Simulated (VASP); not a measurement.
# SiC3 (P-6m2) in VASP: a series of runs, part 3 of 3

VASP 6.6.1. The steps go on from the part before.

## Step 5: Single point, PBE, collinear spin, ferromagnetic start

This run uses another cell than the first one, of 7.57 Å³/atom, 0.565 times its volume.

The input, INCAR:

```
PREC = Accurate
ENCUT = 520
EDIFF = 1E-6
ISMEAR = 0
SIGMA = 0.1
LREAL = False
LASPH = True
NELM = 150
ALGO = Normal
ISIF = 2
LWAVE = False
LCHARG = False
ISPIN = 2
MAGMOM = 0 1 1 1
LORBIT = 11
GGA = PE
NBANDS = 20
```

The input, KPOINTS:

```
regular mesh
0
Gamma
  6 6 4
```

The input, POSCAR:

```
SiC3
1.0
    2.7077265981      0.0000000000      0.0000000000
   -1.3538632991      2.3449600205      0.0000000000
    0.0000000000      0.0000000000      4.7716095240
Si C
1 3
Direct
    0.3333333333      0.6666666667      0.0000000000
    0.3333333333      0.6666666667      0.5000000000
    0.6666666667      0.3333333333      0.2821508408
    0.6666666667      0.3333333333      0.7178491592
```

Potentials or basis: VASP PAW PBE potentials, release 64 (Si, C).

Command:

```bash
$ cat potpaw_PBE.64/Si/POTCAR potpaw_PBE.64/C/POTCAR > POTCAR
$ mpirun -np 1 vasp_std > vasp.out
```

OUTCAR:

```text
PREC = Accurate
   ENCUT = 520
   EDIFF = 1E-6
   ISMEAR = 0
   LREAL = False
   LASPH = True
   NELM = 150
   ISIF = 2
   ISPIN = 2
   LORBIT = 11
   GGA = PE

 ion  position               nearest neighbor table
   1  0.333  0.667  0.000-   3 2.06   4 2.06   3 2.06   4 2.06   3 2.06   4 2.06   2 2.39   2 2.39

   2  0.333  0.667  0.500-   3 1.88   4 1.88   3 1.88   4 1.88   3 1.88   4 1.88   1 2.39   1 2.39

   3  0.667  0.333  0.282-   2 1.88   2 1.88   2 1.88   1 2.06   1 2.06   1 2.06
   4  0.667  0.333  0.718-   2 1.88   2 1.88   2 1.88   1 2.06   1 2.06   1 2.06

  LATTYP: Found a hexagonal cell.
 ALAT       =     2.7077265981
 C/A-ratio  =     1.7622198369

  Lattice vectors:

 A1 = (   2.7077265981,   0.0000000000,   0.0000000000)
 A2 = (  -1.3538632991,   2.3449600205,   0.0000000000)
 A3 = (   0.0000000000,   0.0000000000,   4.7716095240)

Analysis of symmetry for initial positions (statically):
=====================================================================
 Subroutine PRICEL returns:
 Original cell was already a primitive cell.

 Routine SETGRP: Setting up the symmetry group for a
 hexagonal supercell.

 Subroutine GETGRP returns: Found 12 space group operations
 (whereof 12 operations were pure point group operations)
 out of a pool of 24 trial point group operations.

The static configuration has the point symmetry D_3h.

Analysis of symmetry for dynamics (positions and initial velocities):
=====================================================================
 Subroutine PRICEL returns:
 Original cell was already a primitive cell.

 Routine SETGRP: Setting up the symmetry group for a
 hexagonal supercell.

 Subroutine GETGRP returns: Found 12 space group operations
 (whereof 12 operations were pure point group operations)
 out of a pool of 24 trial point group operations.

The dynamic configuration has the point symmetry D_3h.

Analysis of structural, dynamic, and magnetic symmetry:
=====================================================================
 Subroutine PRICEL returns:
 Original cell was already a primitive cell.

 Routine SETGRP: Setting up the symmetry group for a
 hexagonal supercell.

 Subroutine GETGRP returns: Found 12 space group operations
 (whereof 12 operations were pure point group operations)
 out of a pool of 24 trial point group operations.

The overall configuration has the point symmetry D_3h.

 Subroutine INISYM returns: Found 12 space group operations
 (whereof 12 operations are pure point group operations),
 and found     1 'primitive' translations

----------------------------------------------------------------------------------------

                                     Primitive cell

  volume of cell :      30.2974

  direct lattice vectors                    reciprocal lattice vectors
     2.707726598  0.000000000  0.000000000     0.369313505  0.213223251  0.000000000
    -1.353863299  2.344960020  0.000000000     0.000000000  0.426446503  0.000000000
     0.000000000  0.000000000  4.771609524     0.000000000  0.000000000  0.209572890

  length of vectors
[... 78 lines left out ...]
   LSORBIT =      F    spin-orbit coupling
   LASPH  =      T    aspherical Exc in radial PAW
   ENCUT  =  520.0 eV  38.22 Ry    6.18 a.u.   5.03  5.03  8.87*2*pi/ulx,y,z
   NELM   =    150;   NELMIN=  2; NELMDL= -5     # of ELM steps
   EDIFF  = 0.1E-05   stopping-criterion for ELM
   LREAL  =      F    real-space projection
   EDIFFG = 0.1E-04   stopping-criterion for IOM
   NSW    =      0    number of steps for IOM
   IBRION =     -1    ionic relax: 0-MD 1-quasi-New 2-CG
   NFREE  =      0    steps in history (QN), initial steepest desc. (CG)
   ISIF   =      2    stress and relaxation
   ISYM   =      2    0-nonsym 1-usesym 2-fastsym
   POTIM  = 0.5000    time-step for ionic-motion
   TEBEG  =    0.0;   TEEND  =   0.0 temperature during run
   PSTRESS=    0.0 pullay stress
   NELECT =      16.0000    total number of electrons
   NUPDOWN=      -1.0000    fix difference up-down
   EMIN   =  10.00;   EMAX   =-10.00  energy-range for DOS
   EFERMI =   0.00;   METHOD = LEGACY
   ISMEAR =     0;   SIGMA  =   0.10  broadening in eV -4-tet -1-fermi 0-gaus
   EFERMI_NEDOS =   21; number of points for ismear=-14 and -15
   IALGO  =     38    algorithm
   IMIX   =      4    mixing-type and parameters
     AMIX     =   0.40;   BMIX     =  1.00
     AMIX_MAG =   1.60;   BMIX_MAG =  1.00
  volume/ion in A,a.u.               =       7.57        51.11
  Fermi-wavevector in a.u.,A,eV,Ry     =   1.323264  2.500606 23.824171  1.751027
  Thomas-Fermi vector in A             =   2.452885
   LORBIT       =     11    0 simple, 1 ext, 2 COOP (PROOUT), +10 PAW based schemes
   GGA     = PE    functional components
   LHFCALC =     F    Hartree Fock is set to
   AEXX    =    0.0000 exact exchange contribution
   IVDW    =     0    specifies the selected vdW correction
   LEPSILON=     F    determine dielectric tensor
   LRPA    =     F    only Hartree local field effects (RPA)
 spin polarized calculation
 Gauss-broadening in eV      SIGMA  =   0.10
  energy-cutoff  :      520.00
  volume of cell :       30.30
 maximum number of plane-waves:       834
   NGX = 11   NGY = 11   NGZ = 17

 number of electron      16.0000000 magnetization       0.0006063

 number of electron      16.0000000 magnetization      -0.0000211

 Free energy of the ion-electron system (eV)
  ---------------------------------------------------
  ext. energy  EPLUGINS =         0.00000000
  ---------------------------------------------------
  free energy    TOTEN  =       -23.74533769 eV

  energy without entropy =      -23.74198305  energy(sigma->0) =      -23.74366037

 E-fermi :  11.0484     XC(G=0): -12.7363

 val. band max:       10.9208216315   @ k =   0.3333   0.1667   0.0000
 cond. band min:      11.0669398171   @ k =   0.3333  -0.0000   0.0000
 fundamental gap:      0.1461181856
 Fermi energy:        11.0484418045

 spin component 1

 k-point     1 :       0.0000    0.0000    0.0000
  band No.  band energies     occupation
      1      -8.9154      1.00000
      2      -3.3813      1.00000
      3      -2.6088      1.00000
      4       8.5626      1.00000
      5       8.5626      1.00000
      6       9.7280      1.00000
[... 459 lines left out ...]
      6       3.8670      1.00000
[... 12 lines left out ...]
     19      28.8357      0.00000
     20      29.6877      0.00000
 Fermi energy:        11.0484418045

 spin component 2

 k-point     1 :       0.0000    0.0000    0.0000
  band No.  band energies     occupation
      1      -8.9154      1.00000
      2      -3.3814      1.00000
      3      -2.6088      1.00000
      4       8.5625      1.00000
      5       8.5625      1.00000
      6       9.7280      1.00000
[... 472 lines left out ...]
     19      28.8357      0.00000
     20      29.6879      0.00000

------------------------ aborting loop because EDIFF is reached ----------------------------------------

  FORCE on cell =-STRESS in cart. coord.  units (eV):
  Direction    XX          YY          ZZ          XY          YZ          ZX
  --------------------------------------------------------------------------------------
  -------------------------------------------------------------------------------------
  Total       -0.0010313     -0.0010313      0.0770976      0.0000000      0.0000000     -0.0000000
  in kB       -0.0545373     -0.0545373      4.0770498      0.0000000      0.0000000     -0.0000000
  external PRESSURE =       1.3226584 kB  Pullay stress =       0.0000000 kB

 VOLUME and BASIS-vectors are now :
 -----------------------------------------------------------------------------
  energy-cutoff  :      520.00
  volume of cell :       30.30
      direct lattice vectors                 reciprocal lattice vectors
     2.707726598  0.000000000  0.000000000     0.369313505  0.213223251  0.000000000
    -1.353863299  2.344960020  0.000000000     0.000000000  0.426446503  0.000000000
     0.000000000  0.000000000  4.771609524     0.000000000  0.000000000  0.209572890

 POSITION                                       TOTAL-FORCE (eV/Angst)
 -----------------------------------------------------------------------------------
     -0.00000      1.56331      0.00000        -0.000000      0.000000      0.000000
     -0.00000      1.56331      2.38580         0.000000      0.000000      0.000000
      1.35386      0.78165      1.34631         0.000000      0.000000     -0.009944
      1.35386      0.78165      3.42530        -0.000000      0.000000      0.009944
 -----------------------------------------------------------------------------------
    total drift:                               -0.000000      0.000000      0.000000

  FREE ENERGIE OF THE ION-ELECTRON SYSTEM (eV)
  ---------------------------------------------------
  free  energy   TOTEN  =       -23.7453376899 eV

  energy  without entropy=      -23.7419830539  energy(sigma->0) =      -23.74366037

 total charge

# of ion       s       p       d       tot
------------------------------------------
    1        0.767   0.790   0.000   1.556
    2        0.887   1.287   0.000   2.174
    3        0.897   1.400   0.000   2.296
    4        0.897   1.400   0.000   2.296
--------------------------------------------------
tot          3.447   4.876   0.000   8.323

 magnetization (x)

# of ion       s       p       d       tot
------------------------------------------
    1        0.000   0.000   0.000   0.000
    2        0.000   0.000   0.000   0.000
    3       -0.000  -0.000   0.000  -0.000
    4       -0.000  -0.000   0.000  -0.000
--------------------------------------------------
tot         -0.000  -0.000   0.000  -0.000
```

stdout:

```text
POSCAR found type information on POSCAR SiC
 POSCAR found :  2 types and       4 ions
 scaLAPACK will be used
 LDA part: xc-table for (Slater+PW92), standard interpolation
 POSCAR, INCAR and KPOINTS ok, starting setup
 FFT: planning ... GRIDC
 FFT: planning ... GRID_SOFT
 FFT: planning ... GRID
 WAVECAR not read
 entering main loop
```

Run time: 56 s. Hardware: 1 thread of Intel Xeon 8259CL, shared host; peak memory 0.15 GiB.

Results:

```
Free energy                                           : -23.7453 eV
Pressure                                              : 0.1 GPa
Largest force                                         : 0.010 eV/Å
Band gap on the k mesh                                : zero (filled and empty bands overlap)
Net moment                                            : 0.00 μB per cell
Valence electrons inside the program's atomic spheres : Si 1.56; C 2.17, 2.30
```

Forces in eV/Å, atoms in the order of the input:
```
Si   0.000  0.000  0.000
C    0.000  0.000  0.000
C    0.000  0.000 -0.010
C    0.000  0.000  0.010
```

Caveat: the k points lie up to 0.45 Å⁻¹ apart.

## Step 6: The runs side by side

| task | spin | cell | k mesh | cutoff (eV) | gap on the mesh (eV) | pressure (GPa) | relaxed volume (Å³/atom) | largest force (eV/Å) |
| --- | --- | --- | --- | --- | --- | --- | --- | --- |
| single point | off | a = 2.696, b = 2.696, c = 8.520 Å, angles 90.0, 90.0, 120.0°, 4 atoms | 6 × 6 × 2 | 520 | none | -24.0 | - | 0.11 |
| relaxation of cell and atoms | off | relaxed from a = 2.729, b = 2.729, c = 4.698 Å, angles 90.0, 90.0, 120.0°, 4 atoms | 6 × 6 × 4 | 600 | none | 0.0 | 7.57 | 0.02 |
| relaxation of cell and atoms | off | relaxed from a = 2.696, b = 2.696, c = 8.520 Å, angles 90.0, 90.0, 120.0°, 4 atoms | 6 × 6 × 2 | 600 | none | 0.3 | 7.56 | 0.04 |
| single point | collinear, ferromagnetic start | a = 2.708, b = 2.708, c = 4.772 Å, angles 90.0, 90.0, 120.0°, 4 atoms | 6 × 6 × 4 | 520 | none | 0.1 | - | 0.01 |

Alike in all rows: level PBE; potentials or basis VASP PAW PBE potentials, release 64 (Si, C); smearing gaussian 0.1 eV.

Caveats: all runs use coarse meshes; the volume moved by over 15 % at a fixed basis, so the end points are rough (some runs).

Absolute energies hang on the potentials; compare differences alone.
